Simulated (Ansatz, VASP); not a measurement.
Hg in VASP and in Ansatz

```
CELL_PARAMETERS angstrom
0.00000 3.22300 3.22300
3.22300 0.00000 3.22300
3.22300 3.22300 0.00000
ATOMIC_POSITIONS crystal
Hg 0.87500 0.87500 0.87500
Hg 0.12500 0.12500 0.12500
```

Alike in both runs: task relaxation of cell and atoms; functional LDA; k mesh 12 × 12 × 12; occupations fermi-dirac, width 0.05 eV; no spin polarisation.

|  | VASP | Ansatz |
| --- | --- | --- |
| version | VASP 6.6.1 | Ansatz 0.2.0 |
| potentials or method | VASP PAW LDA potentials, release 64 (Hg), cutoff 600 eV | all-electron LAPW, scalar-relativistic |

```csv
,VASP,Ansatz,Ansatz less VASP
relaxed volume (Å³/atom),34.12,33.48,-0.639
relaxed length of the cell vector where the two differ most in proportion (Å),4.587,4.558,-0.0288
```

LDA's correlation is that of Perdew and Zunger in VASP and of Perdew and Wang (1992) in Ansatz. Ansatz ran all-electron here, and VASP with PAW potentials.

Neither program's run includes spin-orbit coupling.
